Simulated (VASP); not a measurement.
Input of a VASP 6.6.1 run:

Contents of INCAR:

```
PREC = Accurate ; ENCUT = 520
EDIFF = 1E-7 ; ISMEAR = 0
SIGMA = 0.01 ; LREAL = F
LASPH = T ; NELM = 80
ALGO = Normal ; ISIF = 2
LWAVE = F ; LCHARG = F
GGA = PE ; NBANDS = 31
```

Contents of KPOINTS:

```
regular mesh
0
Gamma
  6 6 4
```

The input POSCAR:

```
HfO2
1.0
    3.6728726048      0.0000000000      0.0000000000
    0.0000000000      3.6728726048      0.0000000000
    0.0000000000      0.0000000000      5.3388094870
Hf O
2 4
Direct
    0.5000000000      0.5000000000      0.5000000000
    0.0000000000      0.0000000000      0.0000000000
    0.0000000000      0.5000000000      0.6972078800
    0.5000000000      0.0000000000      0.8027921200
    0.5000000000      0.0000000000      0.3027921200
    0.0000000000      0.5000000000      0.1972078800
```

Potentials or basis: VASP PAW PBE potentials, release 64 (Hf_pv, O).

Launch:

```console
$ cat potpaw_PBE.64/Hf_pv/POTCAR potpaw_PBE.64/O/POTCAR > POTCAR
$ mpirun -np 1 vasp_std > vasp.out
```

Problem. What does it give for the pressure?

Solution. -14.8 GPa.

Problem. Estimate the band gap on the k mesh.

Solution. 4.37 eV, indirect (least direct gap 4.43 eV).

Problem. What does it give for the largest force?

Solution. 0.387 eV/Å.

Stress tensor (GPa, compression positive):
```
-15.45   0.00   0.00
  0.00 -15.45   0.00
  0.00   0.00 -13.37
```

Caveat: spin-orbit coupling is left out, which moves the levels of the heavy elements. A k mesh can miss the band edges.
